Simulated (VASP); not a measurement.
# SnSe (Fm-3m) in VASP: a series of runs

SnSe is run at these levels: PBE, LDA; tasks: single point.

All numbers are computed with VASP 6.6.1; they aren't measurements. Logs are shortened: lines on timing, memory, paths and dates and some standing lists are left out, and cuts for length are marked.

## 1. The cell of the first run

The structure is cubic, space group Fm-3m (No. 225). Conventional cell: a = 6.004 Å, b = 6.004 Å, c = 6.004 Å, α = 90.00°, β = 90.00°, γ = 90.00°. Within 4.0 Å of Sn (site symmetry m-3m) lie 6 Se at 3.00 Å. Within 4.0 Å of Se (site symmetry m-3m) lie 6 Sn at 3.00 Å.

## 2. Single point, PBE

The input, INCAR:

```
SYSTEM = SnSe
PREC = Accurate ; ENCUT = 520
EDIFF = 1E-6 ; ISMEAR = -1
SIGMA = 0.02 ; LREAL = .FALSE.
LASPH = .TRUE. ; NELM = 100
ALGO = Normal ; ISIF = 2
LWAVE = .FALSE. ; LCHARG = .FALSE.
GGA = PE ; NBANDS = 17
```

The input, KPOINTS:

```
Automatic mesh
0
G
  8 8 8
  0 0 0
```

The input, POSCAR:

```
SnSe
1.0
    0.0000000000      3.0021130771      3.0021130771
    3.0021130771      0.0000000000      3.0021130771
    3.0021130771      3.0021130771      0.0000000000
Sn Se
1 1
Direct
    0.0000000000      0.0000000000      0.0000000000
    0.5000000000      0.5000000000      0.5000000000
```

Potentials or basis: VASP PAW PBE potentials, release 64 (Sn_d, Se).

Launch:

```sh
$ cat potpaw_PBE.64/Sn_d/POTCAR potpaw_PBE.64/Se/POTCAR > POTCAR
$ mpirun -np 1 vasp_std > vasp.out
```

OUTCAR:

```text
SYSTEM = SnSe
   PREC = Accurate
   ENCUT = 520
   EDIFF = 1E-6
   ISMEAR = -1
   LREAL = .FALSE.
   LASPH = .TRUE.
   NELM = 100
   ISIF = 2
   GGA = PE

 ion  position               nearest neighbor table
   1  0.000  0.000  0.000-   2 3.00   2 3.00   2 3.00   2 3.00   2 3.00   2 3.00
   2  0.500  0.500  0.500-   1 3.00   1 3.00   1 3.00   1 3.00   1 3.00   1 3.00

  LATTYP: Found a face centered cubic cell.
 ALAT       =     6.0042261542

  Lattice vectors:

 A1 = (   0.0000000000,   3.0021130771,   3.0021130771)
 A2 = (   3.0021130771,   0.0000000000,   3.0021130771)
 A3 = (   3.0021130771,   3.0021130771,   0.0000000000)

Analysis of symmetry for initial positions (statically):
=====================================================================
 Subroutine PRICEL returns:
 Original cell was already a primitive cell.

 Routine SETGRP: Setting up the symmetry group for a
 face centered cubic supercell.

 Subroutine GETGRP returns: Found 48 space group operations
 (whereof 48 operations were pure point group operations)
 out of a pool of 48 trial point group operations.

The static configuration has the point symmetry O_h .

Analysis of symmetry for dynamics (positions and initial velocities):
=====================================================================
 Subroutine PRICEL returns:
 Original cell was already a primitive cell.

 Routine SETGRP: Setting up the symmetry group for a
 face centered cubic supercell.

 Subroutine GETGRP returns: Found 48 space group operations
 (whereof 48 operations were pure point group operations)
 out of a pool of 48 trial point group operations.

The dynamic configuration has the point symmetry O_h .

 Subroutine INISYM returns: Found 48 space group operations
 (whereof 48 operations are pure point group operations),
 and found     1 'primitive' translations

----------------------------------------------------------------------------------------

                                     Primitive cell

  volume of cell :      54.1142

  direct lattice vectors                    reciprocal lattice vectors
     0.000000000  3.002113077  3.002113077    -0.166549356  0.166549356  0.166549356
     3.002113077  0.000000000  3.002113077     0.166549356 -0.166549356  0.166549356
     3.002113077  3.002113077  0.000000000     0.166549356  0.166549356 -0.166549356

  length of vectors
     4.245629029  4.245629029  4.245629029     0.288471947  0.288471947  0.288471947

  position of ions in fractional coordinates (direct lattice)
     0.000000000  0.000000000  0.000000000
     0.500000000  0.500000000  0.500000000

  ion indices of the primitive-cell ions
   primitive index   ion index
                 1           1
                 2           2

----------------------------------------------------------------------------------------

 KPOINTS: Automatic mesh

Automatic generation of k-mesh.
 Grid dimensions read from file:
 generate k-points for:    8    8    8

 Generating k-lattice:

  Cartesian coordinates                     Fractional coordinates (reciprocal lattice)
    -0.020818670  0.020818670  0.020818670     0.125000000  0.000000000  0.000000000
     0.020818670 -0.020818670  0.020818670     0.000000000  0.125000000  0.000000000
     0.020818670  0.020818670 -0.020818670     0.000000000  0.000000000  0.125000000

  Length of vectors
     0.036058993  0.036058993  0.036058993

  Shift w.r.t. Gamma in fractional coordinates (k-lattice)
     0.000000000  0.000000000  0.000000000

 Subroutine IBZKPT returns following result:
 ===========================================

 Found     29 irreducible k-points:

 Following reciprocal coordinates:
            Coordinates               Weight
  0.000000  0.000000  0.000000      1.000000
  0.125000  0.000000  0.000000      8.000000
  0.250000  0.000000  0.000000      8.000000
  0.375000  0.000000  0.000000      8.000000
  0.500000  0.000000  0.000000      4.000000
  0.125000  0.125000  0.000000      6.000000
[... 16 lines left out ...]
  0.500000  0.250000  0.125000     48.000000
 -0.375000  0.250000  0.125000     24.000000
 [... further k-points ...]
   k-points           NKPTS =     29   k-points in BZ     NKDIM =     29   number of bands    NBANDS=     17
   number of dos      NEDOS =    301   number of ions     NIONS =      2
   total plane-waves  NPLWV =  32768
   dimension x,y,z NGX =    32 NGY =   32 NGZ =   32
   dimension x,y,z NGXF=    64 NGYF=   64 NGZF=   64
   ions per type =               1   1
   NGX,Y,Z   is equivalent  to a cutoff of  12.53, 12.53, 12.53 a.u.
   NGXF,Y,Z  is equivalent  to a cutoff of  25.06, 25.06, 25.06 a.u.
 SYSTEM =  SnSe
   PREC   = accura    normal or accurate (medium, high low for compatibility)
   ISTART =      0    job   : 0-new  1-cont  2-samecut
   ICHARG =      2    charge: 1-file 2-atom 10-const
   ISPIN  =      1    spin polarized calculation?
   LNONCOLLINEAR =      F non collinear calculations
   LSORBIT =      F    spin-orbit coupling
   LASPH  =      T    aspherical Exc in radial PAW
   ENCUT  =  520.0 eV  38.22 Ry    6.18 a.u.   7.89  7.89  7.89*2*pi/ulx,y,z
   NELM   =    100;   NELMIN=  2; NELMDL= -5     # of ELM steps
   EDIFF  = 0.1E-05   stopping-criterion for ELM
   LREAL  =      F    real-space projection
   EDIFFG = 0.1E-04   stopping-criterion for IOM
   NSW    =      0    number of steps for IOM
   IBRION =     -1    ionic relax: 0-MD 1-quasi-New 2-CG
   NFREE  =      0    steps in history (QN), initial steepest desc. (CG)
   ISIF   =      2    stress and relaxation
   ISYM   =      2    0-nonsym 1-usesym 2-fastsym
   POTIM  = 0.5000    time-step for ionic-motion
   TEBEG  =    0.0;   TEEND  =   0.0 temperature during run
   PSTRESS=    0.0 pullay stress
   NELECT =      20.0000    total number of electrons
   NUPDOWN=      -1.0000    fix difference up-down
   EMIN   =  10.00;   EMAX   =-10.00  energy-range for DOS
   EFERMI =   0.00;   METHOD = LEGACY
   ISMEAR =    -1;   SIGMA  =   0.02  broadening in eV -4-tet -1-fermi 0-gaus
   EFERMI_NEDOS =   21; number of points for ismear=-14 and -15
   IALGO  =     38    algorithm
   IMIX   =      4    mixing-type and parameters
     AMIX     =   0.40;   BMIX     =  1.00
     AMIX_MAG =   1.60;   BMIX_MAG =  1.00
  volume/ion in A,a.u.               =      27.06       182.59
  Fermi-wavevector in a.u.,A,eV,Ry     =   1.174846  2.220138 18.779635  1.380264
  Thomas-Fermi vector in A             =   2.311237
   LORBIT       =      0    0 simple, 1 ext, 2 COOP (PROOUT), +10 PAW based schemes
   GGA     = PE    functional components
   LHFCALC =     F    Hartree Fock is set to
   AEXX    =    0.0000 exact exchange contribution
   IVDW    =     0    specifies the selected vdW correction
   LEPSILON=     F    determine dielectric tensor
   LRPA    =     F    only Hartree local field effects (RPA)
 non-spin polarized calculation
  energy-cutoff  :      520.00
  volume of cell :       54.11
 maximum number of plane-waves:      1475
   NGX = 15   NGY = 15   NGZ = 15

 number of electron      20.0000007 magnetization

 Free energy of the ion-electron system (eV)
  ---------------------------------------------------
  ext. energy  EPLUGINS =         0.00000000
  ---------------------------------------------------
  free energy    TOTEN  =        -8.21582969 eV

  energy without entropy =       -8.21582969  energy(sigma->0) =       -8.21582969

 E-fermi :   5.9730     XC(G=0):  -9.6355

 val. band max:        5.6661661327   @ k =   0.5000   0.0000   0.0000
 cond. band min:       6.2829372986   @ k =   0.5000   0.0000   0.0000
 fundamental gap:      0.6167711659
 Fermi energy:         5.9729794681

 k-point     1 :       0.0000    0.0000    0.0000
  band No.  band energies     occupation
      1     -15.9291      2.00000
      2     -15.9291      2.00000
      3     -15.9291      2.00000
      4     -15.9272      2.00000
      5     -15.9272      2.00000
      6      -8.2458      2.00000
[... 9 lines left out ...]
     16      11.5314      0.00000
     17      13.8399      0.00000

 k-point     2 :       0.1250    0.0000    0.0000
  band No.  band energies     occupation
      1     -15.9290      2.00000
      2     -15.9290      2.00000
      3     -15.9287      2.00000
      4     -15.9265      2.00000
      5     -15.9265      2.00000
      6      -8.1351      2.00000
[... 9 lines left out ...]
     16      11.9039      0.00000
     17      14.8756      0.00000

 k-point     3 :       0.2500    0.0000    0.0000
  band No.  band energies     occupation
      1     -15.9317      2.00000
      2     -15.9317      2.00000
      3     -15.9278      2.00000
      4     -15.9220      2.00000
      5     -15.9220      2.00000
      6      -7.8365      2.00000
[... 9 lines left out ...]
     16      12.8681      0.00000
     17      17.0422      0.00000

 k-point     4 :       0.3750    0.0000    0.0000
  band No.  band energies     occupation
      1     -15.9346      2.00000
      2     -15.9346      2.00000
      3     -15.9269      2.00000
      4     -15.9173      2.00000
      5     -15.9173      2.00000
      6      -7.4751      2.00000
[... 9 lines left out ...]
     16      14.3497      0.00000
     17      17.1508      0.00000
[... 343 lines left out ...]
      1     -15.9376      2.00000
      2     -15.9296      2.00000
      3     -15.9279      2.00000
      4     -15.9204      2.00000
      5     -15.9182      2.00000
      6      -7.5983      2.00000
[... 9 lines left out ...]
     16      15.1225      0.00000
     17      15.2838      0.00000

 k-point    23 :       0.5000    0.2500    0.1250
  band No.  band energies     occupation
      1     -15.9403      2.00000
      2     -15.9299      2.00000
      3     -15.9267      2.00000
      4     -15.9186      2.00000
      5     -15.9160      2.00000
      6      -7.2920      2.00000
[... 9 lines left out ...]
     16      15.3821      0.00000
     17      16.7934      0.00000

 k-point    24 :      -0.3750    0.2500    0.1250
  band No.  band energies     occupation
      1     -15.9412      2.00000
      2     -15.9309      2.00000
      3     -15.9238      2.00000
      4     -15.9199      2.00000
      5     -15.9145      2.00000
      6      -7.1475      2.00000
[... 9 lines left out ...]
     16      16.4938      0.00000
     17      16.5699      0.00000

 [... further k-points ...]
[... 5 lines left out ...]
  --------------------------------------------------------------------------------------
  -------------------------------------------------------------------------------------
  Total        0.4500657      0.4500657      0.4500657      0.0000000      0.0000000     -0.0000000
  in kB       13.3252486     13.3252486     13.3252486      0.0000000      0.0000000     -0.0000000
  external PRESSURE =      13.3252486 kB  Pullay stress =       0.0000000 kB

 VOLUME and BASIS-vectors are now :
 -----------------------------------------------------------------------------
  energy-cutoff  :      520.00
  volume of cell :       54.11
      direct lattice vectors                 reciprocal lattice vectors
     0.000000000  3.002113077  3.002113077    -0.166549356  0.166549356  0.166549356
     3.002113077  0.000000000  3.002113077     0.166549356 -0.166549356  0.166549356
     3.002113077  3.002113077  0.000000000     0.166549356  0.166549356 -0.166549356

 POSITION                                       TOTAL-FORCE (eV/Angst)
 -----------------------------------------------------------------------------------
      0.00000      0.00000      0.00000        -0.000000     -0.000000     -0.000000
      3.00211      3.00211      3.00211         0.000000      0.000000      0.000000
 -----------------------------------------------------------------------------------
    total drift:                                0.000000     -0.000000     -0.000000

  FREE ENERGIE OF THE ION-ELECTRON SYSTEM (eV)
  ---------------------------------------------------
  free  energy   TOTEN  =        -8.2158296925 eV

  energy  without entropy=       -8.2158296902  energy(sigma->0) =       -8.21582969
```

It took 15 s on 1 thread of Intel Xeon 6975P-C, shared host; peak memory 0.19 GiB.

What came out:

* Free energy: -8.2158 eV
* Pressure: 1.3 GPa
* Band gap on the k mesh: 0.62 eV, direct

Caveat: spin-orbit coupling is left out, which moves the levels of the heavy elements.

[end of part 1 of 2]
